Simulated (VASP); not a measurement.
# Zn8Se5S3 (P1) in VASP: relaxation of volume and atoms at fixed shape with PBEsol

Aim: the relaxation of volume and atoms at fixed shape of Zn8Se5S3 with PBEsol.

Everything below comes from runs of VASP 6.6.1. Logs are shortened: lines on timing, memory, paths and dates and some standing lists are left out, and cuts for length are marked.

**1. The cell of the first run**

The typed cell holds 64 atoms: a = 11.056 Å, b = 11.056 Å, c = 11.056 Å, α = 90.00°, β = 90.00°, γ = 90.00°.

**2. Relaxation of volume and atoms at fixed shape, PBEsol**

INCAR

```
SYSTEM = Zn8Se5S3
PREC = Accurate
ENCUT = 500
EDIFF = 1E-7
ISMEAR = -1
SIGMA = 0.05
LREAL = Auto
LASPH = .TRUE.
NELM = 120
ALGO = Normal
ISIF = 8
LWAVE = .FALSE.
LCHARG = .FALSE.
GGA = PS
IBRION = 2
NSW = 100
EDIFFG = -0.03
ISYM = -1
GGA_COMPAT = .FALSE.
NELMIN = 4
KPAR = 1
```

KPOINTS

```
explicit points
1
Reciprocal
  0.25000000   0.25000000   0.25000000 1
```

POSCAR

```
Zn8Se5S3
1.0
   11.0561460000      0.0000000000      0.0000000000
    0.0000000000     11.0561460000      0.0000000000
    0.0000000000      0.0000000000     11.0561460000
Zn Se S
32 20 12
Direct
    0.9994910000      0.9998910000      0.0029260000
    0.9998640000      0.9991700000      0.5031350000
    0.9988400000      0.4995350000      0.9987940000
    0.9990860000      0.4987960000      0.5034260000
    0.5005830000      0.0010720000      0.0003750000
    0.4992110000      0.9964730000      0.4974050000
    0.4974320000      0.4995960000      0.9990490000
    0.4981520000      0.4976810000      0.5011410000
    0.2498840000      0.2499880000      0.0003850000
    0.2503320000      0.2509020000      0.4980620000
    0.2513800000      0.7520290000      0.0018660000
    0.2476980000      0.7471010000      0.5002880000
    0.7501440000      0.2504720000      0.0010210000
    0.7509590000      0.2458310000      0.4984590000
    0.7492560000      0.7502330000      0.0022210000
    0.7542990000      0.7534170000      0.5004490000
    0.2501720000      0.0007090000      0.2473310000
    0.2508570000      0.0003390000      0.7520590000
    0.2483400000      0.4986050000      0.2482410000
    0.2510020000      0.5011870000      0.7489500000
    0.7548720000      0.0029330000      0.2492940000
    0.7486690000      0.9995050000      0.7464040000
    0.7484950000      0.4994300000      0.2504740000
    0.7514660000      0.5002580000      0.7525260000
    0.9996880000      0.2491320000      0.2491580000
    0.9993160000      0.2507920000      0.7529520000
    0.0007420000      0.7490960000      0.2512370000
    0.9998220000      0.7505210000      0.7486320000
    0.5010170000      0.2493390000      0.2492380000
    0.5013050000      0.2501820000      0.7500630000
    0.4990360000      0.7477450000      0.2487010000
    0.4973760000      0.7489290000      0.7489980000
    0.1232090000      0.1287880000      0.1226480000
    0.1255760000      0.1244190000      0.6225450000
    0.6287250000      0.1213850000      0.6248650000
    0.6266170000      0.6276230000      0.1229690000
    0.6257760000      0.6255350000      0.6234720000
    0.3735580000      0.3790250000      0.1255700000
    0.3763710000      0.3756550000      0.6221200000
    0.3735620000      0.8732380000      0.1271750000
    0.8752320000      0.3759770000      0.6204170000
    0.8725490000      0.8737130000      0.1279980000
    0.8741230000      0.8771630000      0.6258670000
    0.3761090000      0.1237230000      0.3747190000
    0.3768870000      0.1271240000      0.8748710000
    0.3763800000      0.6275740000      0.3751180000
    0.3753800000      0.6275040000      0.8725300000
    0.8754450000      0.6246630000      0.3740310000
    0.1277530000      0.8768850000      0.8733480000
    0.6218650000      0.3752280000      0.3703940000
    0.6230230000      0.8784580000      0.3722320000
    0.6206190000      0.8724710000      0.8761380000
    0.1240920000      0.6272450000      0.1266960000
    0.1237040000      0.6258650000      0.6217300000
    0.6238470000      0.1229950000      0.1248260000
    0.3758880000      0.8758750000      0.6270820000
    0.8756980000      0.3737210000      0.1247440000
    0.8754580000      0.1243450000      0.3739080000
    0.8732470000      0.1256940000      0.8754910000
    0.8742220000      0.6236420000      0.8723430000
    0.1253820000      0.3765540000      0.3760100000
    0.1254000000      0.3754100000      0.8727200000
    0.1252140000      0.8743380000      0.3770780000
    0.6240000000      0.3731830000      0.8719310000
```

Potentials or basis: VASP PAW PBE potentials, release 64 (Zn, Se, S).

Started as:

```console
$ cat potpaw_PBE.64/Zn/POTCAR potpaw_PBE.64/Se/POTCAR potpaw_PBE.64/S/POTCAR > POTCAR
$ mpirun -np 4 vasp_std > vasp.out
```

OUTCAR:

```text
SYSTEM = Zn8Se5S3
   PREC = Accurate
   ENCUT = 500
   EDIFF = 1E-7
   ISMEAR = -1
   LREAL = Auto
   LASPH = .TRUE.
   NELM = 120
   ISIF = 8
   GGA = PS
   IBRION = 2
   NSW = 100
   EDIFFG = -0.03
   ISYM = -1
   NELMIN = 4

 ion  position               nearest neighbor table
   1  0.999  1.000  0.003-  33 2.38  42 2.41  59 2.42  49 2.43
   2  1.000  0.999  0.503-  34 2.36  43 2.37  63 2.40  58 2.42
   3  0.999  0.500  0.999-  57 2.39  60 2.39  62 2.41  53 2.43
   4  0.999  0.499  0.503-  41 2.32  54 2.36  61 2.40  48 2.42
   5  0.501  0.001  0.000-  55 2.36  52 2.38  45 2.40  40 2.44
   6  0.499  0.996  0.497-  51 2.34  44 2.38  56 2.39  35 2.44
[... 56 lines left out ...]
  63  0.125  0.874  0.377-  12 2.38  27 2.40   2 2.40  17 2.43
  64  0.624  0.373  0.872-  30 2.35  24 2.39  13 2.41   7 2.43

IMPORTANT INFORMATION: All symmetrisations will be switched off!
NOSYMM: (Re-)initialisation of all symmetry stuff for point group C_1.

----------------------------------------------------------------------------------------

                                     Primitive cell

  volume of cell :    1351.4852

  direct lattice vectors                    reciprocal lattice vectors
    11.056146000  0.000000000  0.000000000     0.090447431  0.000000000  0.000000000
     0.000000000 11.056146000  0.000000000     0.000000000  0.090447431  0.000000000
     0.000000000  0.000000000 11.056146000     0.000000000  0.000000000  0.090447431

  length of vectors
    11.056146000 11.056146000 11.056146000     0.090447431  0.090447431  0.090447431

  position of ions in fractional coordinates (direct lattice)
     0.999491000  0.999891000  0.002926000
     0.999864000  0.999170000  0.503135000
     0.998840000  0.499535000  0.998794000
     0.999086000  0.498796000  0.503426000
     0.500583000  0.001072000  0.000375000
     0.499211000  0.996473000  0.497405000
[... 56 lines left out ...]
     0.125214000  0.874338000  0.377078000
     0.624000000  0.373183000  0.871931000

  ion indices of the primitive-cell ions
   primitive index   ion index
                 1           1
                 2           2
                 3           3
                 4           4
                 5           5
                 6           6
[... 56 lines left out ...]
                63          63
                64          64

----------------------------------------------------------------------------------------

 KPOINTS: explicit points

Read explicit list of k-points.

 Found      1 k-points:

 Following reciprocal coordinates:
            Coordinates               Weight
  0.250000  0.250000  0.250000      1.000000
   k-points           NKPTS =      1   k-points in BZ     NKDIM =      1   number of bands    NBANDS=    348
   number of dos      NEDOS =    301   number of ions     NIONS =     64
   total plane-waves  NPLWV = 592704
   dimension x,y,z NGX =    84 NGY =   84 NGZ =   84
   dimension x,y,z NGXF=   168 NGYF=  168 NGZF=  168
   ions per type =              32  20  12
   NGX,Y,Z   is equivalent  to a cutoff of  12.63, 12.63, 12.63 a.u.
   NGXF,Y,Z  is equivalent  to a cutoff of  25.26, 25.26, 25.26 a.u.
 SYSTEM =  Zn8Se5S3
   PREC   = accura    normal or accurate (medium, high low for compatibility)
   ISTART =      0    job   : 0-new  1-cont  2-samecut
   ICHARG =      2    charge: 1-file 2-atom 10-const
   ISPIN  =      1    spin polarized calculation?
   LNONCOLLINEAR =      F non collinear calculations
   LSORBIT =      F    spin-orbit coupling
   LASPH  =      T    aspherical Exc in radial PAW
   ENCUT  =  500.0 eV  36.75 Ry    6.06 a.u.  20.16 20.16 20.16*2*pi/ulx,y,z
   NELM   =    120;   NELMIN=  4; NELMDL= -5     # of ELM steps
   EDIFF  = 0.1E-06   stopping-criterion for ELM
   LREAL  =      T    real-space projection
   EDIFFG = -.3E-01   stopping-criterion for IOM
   NSW    =    100    number of steps for IOM
   IBRION =      2    ionic relax: 0-MD 1-quasi-New 2-CG
   NFREE  =      1    steps in history (QN), initial steepest desc. (CG)
   ISIF   =      8    stress and relaxation
   ISYM   =     -1    0-nonsym 1-usesym 2-fastsym
   POTIM  = 0.5000    time-step for ionic-motion
   TEBEG  =    0.0;   TEEND  =   0.0 temperature during run
   PSTRESS=    0.0 pullay stress
   NELECT =     576.0000    total number of electrons
   NUPDOWN=      -1.0000    fix difference up-down
   EMIN   =  10.00;   EMAX   =-10.00  energy-range for DOS
   EFERMI =   0.00;   METHOD = LEGACY
   ISMEAR =    -1;   SIGMA  =   0.05  broadening in eV -4-tet -1-fermi 0-gaus
   EFERMI_NEDOS =   21; number of points for ismear=-14 and -15
   IALGO  =     38    algorithm
   IMIX   =      4    mixing-type and parameters
     AMIX     =   0.40;   BMIX     =  1.00
     AMIX_MAG =   1.60;   BMIX_MAG =  1.00
  volume/ion in A,a.u.               =      21.12       142.50
  Fermi-wavevector in a.u.,A,eV,Ry     =   1.232003  2.328149 20.651362  1.517832
  Thomas-Fermi vector in A             =   2.366791
   LORBIT       =      0    0 simple, 1 ext, 2 COOP (PROOUT), +10 PAW based schemes
   GGA     = PS    functional components
   LHFCALC =     F    Hartree Fock is set to
   AEXX    =    0.0000 exact exchange contribution
   IVDW    =     0    specifies the selected vdW correction
   LEPSILON=     F    determine dielectric tensor
   LRPA    =     F    only Hartree local field effects (RPA)
 conjugate gradient relaxation of ions
 non-spin polarized calculation
  energy-cutoff  :      500.00
  volume of cell :     1351.49
 maximum number of plane-waves:     34316
 NGX is ok and might be reduce to    80
   NGX = 41   NGY = 41   NGZ = 41

--------------------------------------- Ionic step        1  -------------------------------------------

 number of electron     576.0000076 magnetization

 Free energy of the ion-electron system (eV)
  ---------------------------------------------------
  ext. energy  EPLUGINS =         0.00000000
  ---------------------------------------------------
  free energy    TOTEN  =      -224.78548691 eV

  energy without entropy =     -224.78548691  energy(sigma->0) =     -224.78548691

------------------------ aborting loop because EDIFF is reached ----------------------------------------

  FORCE on cell =-STRESS in cart. coord.  units (eV):
  Direction    XX          YY          ZZ          XY          YZ          ZX
  --------------------------------------------------------------------------------------
  -------------------------------------------------------------------------------------
  Total        5.6712010      5.8211188      5.4949722     -0.7679110     -3.1293923     -5.3092825
  in kB        6.7231736      6.9009003      6.5142554     -0.9103538     -3.7098752     -6.2941215
  external PRESSURE =       6.7127765 kB  Pullay stress =       0.0000000 kB
[... 275 lines left out ...]
  FREE ENERGIE OF THE ION-ELECTRON SYSTEM (eV)
  ---------------------------------------------------
  free  energy   TOTEN  =      -225.7483402038 eV

  energy  without entropy=     -225.7483402037  energy(sigma->0) =     -225.74834020

[... ionic steps 4 to 11 ...]

--------------------------------------- Ionic step       12  -------------------------------------------

 number of electron     576.0000128 magnetization

------------------------ aborting loop because EDIFF is reached ----------------------------------------

  FORCE on cell =-STRESS in cart. coord.  units (eV):
  Direction    XX          YY          ZZ          XY          YZ          ZX
  --------------------------------------------------------------------------------------
  -------------------------------------------------------------------------------------
  Total       -0.5142591     -0.4321129     -0.4417562     -2.7417268     -2.5841418     -2.6204417
  in kB       -0.6070926     -0.5101175     -0.5215016     -3.2366602     -3.0506282     -3.0934809
  external PRESSURE =      -0.5462372 kB  Pullay stress =       0.0000000 kB
[... 181 lines left out ...]
  energy  without entropy=     -226.1268365480  energy(sigma->0) =     -226.12683655

--------------------------------------- Ionic step       14  -------------------------------------------

 number of electron     576.0000127 magnetization

 Free energy of the ion-electron system (eV)
  ---------------------------------------------------
  ext. energy  EPLUGINS =         0.00000000
  ---------------------------------------------------
  free energy    TOTEN  =      -226.12785496 eV

  energy without entropy =     -226.12785496  energy(sigma->0) =     -226.12785496

 E-fermi :   3.0144     XC(G=0):  -9.7328

 val. band max:        1.7428511076   @ k =   0.2500   0.2500   0.2500
 cond. band min:       4.2980945921   @ k =   0.2500   0.2500   0.2500
 fundamental gap:      2.5552434845
 Fermi energy:         3.0144313279

 k-point     1 :       0.2500    0.2500    0.2500
  band No.  band energies     occupation
      1     -11.4145      2.00000
      2     -11.1725      2.00000
      3     -11.1424      2.00000
      4     -11.1190      2.00000
      5     -10.9607      2.00000
      6     -10.9288      2.00000
[... 292 lines left out ...]
    299       5.4521      0.00000
    300       5.4843      0.00000
 [bands above 300 left out]

------------------------ aborting loop because EDIFF is reached ----------------------------------------

  FORCE on cell =-STRESS in cart. coord.  units (eV):
  Direction    XX          YY          ZZ          XY          YZ          ZX
  --------------------------------------------------------------------------------------
  -------------------------------------------------------------------------------------
  Total       -0.1589713     -0.0801277     -0.0855962     -2.7209566     -2.5845258     -2.6613529
  in kB       -0.1877784     -0.0946476     -0.1011070     -3.2140194     -3.0528660     -3.1436150
  external PRESSURE =      -0.1278443 kB  Pullay stress =       0.0000000 kB
[... 79 lines left out ...]
  FREE ENERGIE OF THE ION-ELECTRON SYSTEM (eV)
  ---------------------------------------------------
  free  energy   TOTEN  =      -226.1278549572 eV

  energy  without entropy=     -226.1278549571  energy(sigma->0) =     -226.12785496

 reached required accuracy - stopping structural energy minimisation
```

Run time: 48 min. Hardware: 4 MPI ranks of Intel Xeon Platinum 8559C (Emerald Rapids), shared host; peak memory 0.55 GiB.

Results:

* Free energy: -226.1279 eV
* Relaxed volume: 21.19 Å³/atom
* Relaxed cell: a = 11.069 Å, b = 11.069 Å, c = 11.069 Å, α = 90.00°, β = 90.00°, γ = 90.00°
* Space group after relaxing (to 0.1 Å): P1 (No. 1)
* Energy gained by relaxing: 21.0 meV/atom
* Ionic steps: 14
* Pressure after relaxing: 0.0 GPa
* Largest force after relaxing: 0.017 eV/Å
* Band gap on the k mesh: 2.56 eV

Forces on the atoms (eV/Å):
```
Zn   0.003  0.000 -0.010
Zn  -0.007  0.001 -0.015
Zn   0.005  0.005  0.001
Zn   0.001  0.001 -0.005
Zn   0.000  0.003  0.006
Zn  -0.002  0.004  0.010
Zn   0.003  0.002  0.009
Zn   0.003  0.001  0.000
Zn   0.006 -0.008  0.000
Zn   0.001  0.004  0.003
Zn   0.005 -0.002  0.006
Zn  -0.002  0.005  0.002
Zn  -0.002 -0.008 -0.003
Zn   0.001  0.004  0.004
Zn  -0.001 -0.001 -0.001
Zn  -0.013 -0.010  0.003
Zn   0.011 -0.010 -0.001
Zn   0.002 -0.008 -0.007
Zn   0.008 -0.010 -0.002
Zn  -0.001 -0.006  0.005
Zn  -0.009 -0.005  0.005
Zn   0.010  0.001 -0.005
Zn  -0.004  0.005  0.007
Zn  -0.009  0.007 -0.003
Zn  -0.001 -0.006  0.008
Zn   0.004 -0.004 -0.001
Zn  -0.001  0.003 -0.007
Zn  -0.009 -0.003 -0.003
Zn   0.004 -0.001  0.005
Zn  -0.009  0.007  0.003
Zn   0.002  0.004 -0.001
Zn  -0.003  0.011 -0.001
Se   0.004 -0.007  0.007
Se   0.001 -0.010 -0.007
Se  -0.005  0.006  0.002
Se  -0.001  0.006  0.004
Se  -0.012  0.001  0.006
Se   0.003 -0.004  0.001
Se   0.002 -0.002  0.000
Se   0.006  0.002 -0.005
Se   0.004  0.008 -0.003
Se  -0.004  0.004 -0.006
Se  -0.002  0.000 -0.007
Se   0.003  0.001  0.003
Se  -0.002 -0.008 -0.005
Se   0.002  0.003  0.001
Se   0.003  0.003  0.000
Se  -0.003  0.010 -0.001
Se   0.004 -0.007 -0.003
Se  -0.005  0.004  0.004
Se  -0.006  0.003  0.006
Se   0.001  0.002 -0.001
S    0.001  0.002  0.003
S    0.007  0.006 -0.007
S   -0.005 -0.002  0.001
S    0.006  0.003  0.002
S   -0.003 -0.002  0.002
S   -0.008 -0.004 -0.008
S    0.000  0.007 -0.001
S   -0.003 -0.003  0.000
S    0.008  0.000 -0.004
S    0.001  0.000 -0.001
S    0.000 -0.005  0.004
S    0.002 -0.002  0.000
```

Step by step:
| step | energy change (eV) | largest force (eV/Å) | pressure (GPa) | volume (Å³) |
| --- | --- | --- | --- | --- |
| 1 | 0.0000 | 1.1386 | 0.67 | 1351.49 |
| 2 | -0.7985 | 0.5577 | -0.46 | 1368.86 |
| 3 | -0.9629 | 0.3725 | -1.13 | 1381.37 |
| 4 | -1.2005 | 0.2736 | 0.24 | 1352.75 |
| 5 | -1.2043 | 0.2796 | 0.46 | 1348.52 |
| 6 | -1.2974 | 0.1595 | 0.17 | 1353.29 |
| 7 | -1.3150 | 0.1323 | -0.01 | 1356.42 |
| 8 | -1.3306 | 0.0762 | -0.03 | 1356.70 |
| 9 | -1.3349 | 0.0682 | -0.05 | 1356.95 |
| 10 | -1.3390 | 0.0346 | 0.05 | 1355.19 |
| 11 | -1.3395 | 0.0343 | 0.11 | 1354.08 |
| 12 | -1.3413 | 0.0354 | -0.05 | 1357.18 |
| 13 | -1.3413 | 0.0333 | -0.03 | 1356.68 |
| 14 | -1.3424 | 0.0166 | -0.01 | 1356.39 |

Final structure:
```cif
data_structure
_symmetry_space_group_name_H-M 'P 1'
_symmetry_Int_Tables_number 1
_cell_length_a 11.0695
_cell_length_b 11.0695
_cell_length_c 11.0695
_cell_angle_alpha 90.000
_cell_angle_beta 90.000
_cell_angle_gamma 90.000
_cell_volume 1356.39
loop_
_atom_site_label
_atom_site_type_symbol
_atom_site_fract_x
_atom_site_fract_y
_atom_site_fract_z
_atom_site_occupancy
Zn1 Zn 0.99523 0.00542 0.99512 1
Zn2 Zn 0.00000 0.00069 0.49103 1
Zn3 Zn 0.99907 0.49929 0.00133 1
Zn4 Zn 0.00858 0.49966 0.50178 1
Zn5 Zn 0.50522 0.00516 0.00564 1
Zn6 Zn 0.49434 0.99570 0.50496 1
Zn7 Zn 0.50366 0.49503 0.99363 1
Zn8 Zn 0.50000 0.49944 0.49897 1
Zn9 Zn 0.24344 0.25599 0.99469 1
Zn10 Zn 0.24457 0.25563 0.49424 1
Zn11 Zn 0.24439 0.74461 0.00492 1
Zn12 Zn 0.24332 0.75387 0.50515 1
Zn13 Zn 0.75199 0.25186 0.00092 1
Zn14 Zn 0.75669 0.24501 0.49596 1
Zn15 Zn 0.75707 0.74541 0.99471 1
Zn16 Zn 0.75233 0.75022 0.49905 1
Zn17 Zn 0.24278 0.99660 0.25387 1
Zn18 Zn 0.25415 0.99676 0.74595 1
Zn19 Zn 0.24013 0.50010 0.24923 1
Zn20 Zn 0.23889 0.50012 0.74988 1
Zn21 Zn 0.75193 0.01012 0.24873 1
Zn22 Zn 0.75634 0.00542 0.75514 1
Zn23 Zn 0.75745 0.49473 0.24386 1
Zn24 Zn 0.75169 0.49921 0.75906 1
Zn25 Zn 0.99509 0.25660 0.25279 1
Zn26 Zn 0.99966 0.24996 0.75951 1
Zn27 Zn 0.00925 0.75051 0.24945 1
Zn28 Zn 0.99974 0.73971 0.74985 1
Zn29 Zn 0.50325 0.24479 0.24355 1
Zn30 Zn 0.50627 0.25588 0.75372 1
Zn31 Zn 0.50055 0.74839 0.24925 1
Zn32 Zn 0.49407 0.75478 0.74577 1
Se1 Se 0.12087 0.12831 0.12548 1
Se2 Se 0.12309 0.12585 0.62412 1
Se3 Se 0.62627 0.12456 0.62508 1
Se4 Se 0.62769 0.62195 0.12156 1
Se5 Se 0.62594 0.62458 0.62732 1
Se6 Se 0.37293 0.37564 0.12365 1
Se7 Se 0.37176 0.37585 0.62635 1
Se8 Se 0.37271 0.87535 0.12534 1
Se9 Se 0.87703 0.37457 0.62695 1
Se10 Se 0.87644 0.87568 0.12511 1
Se11 Se 0.87848 0.87550 0.62563 1
Se12 Se 0.37308 0.12434 0.37413 1
Se13 Se 0.37580 0.12696 0.87511 1
Se14 Se 0.36892 0.62589 0.37579 1
Se15 Se 0.37162 0.62336 0.87330 1
Se16 Se 0.88005 0.62299 0.37319 1
Se17 Se 0.12306 0.87310 0.87363 1
Se18 Se 0.62764 0.37215 0.37172 1
Se19 Se 0.62579 0.87804 0.37370 1
Se20 Se 0.62596 0.87548 0.87488 1
S1 S 0.12116 0.62185 0.12426 1
S2 S 0.12403 0.62470 0.62472 1
S3 S 0.62989 0.12804 0.12271 1
S4 S 0.37095 0.87316 0.62311 1
S5 S 0.87707 0.37345 0.12129 1
S6 S 0.87776 0.12638 0.37163 1
S7 S 0.87348 0.12943 0.87758 1
S8 S 0.87838 0.62052 0.87585 1
S9 S 0.12127 0.37644 0.37290 1
S10 S 0.11985 0.37802 0.87574 1
S11 S 0.12390 0.87358 0.37623 1
S12 S 0.62969 0.37354 0.87707 1
```

Caveat: the PAW data sets were made with another functional, which shifts forces and pressure a little; a shifted mesh leaves out Γ, where band edges can lie. A k mesh can miss the band edges.
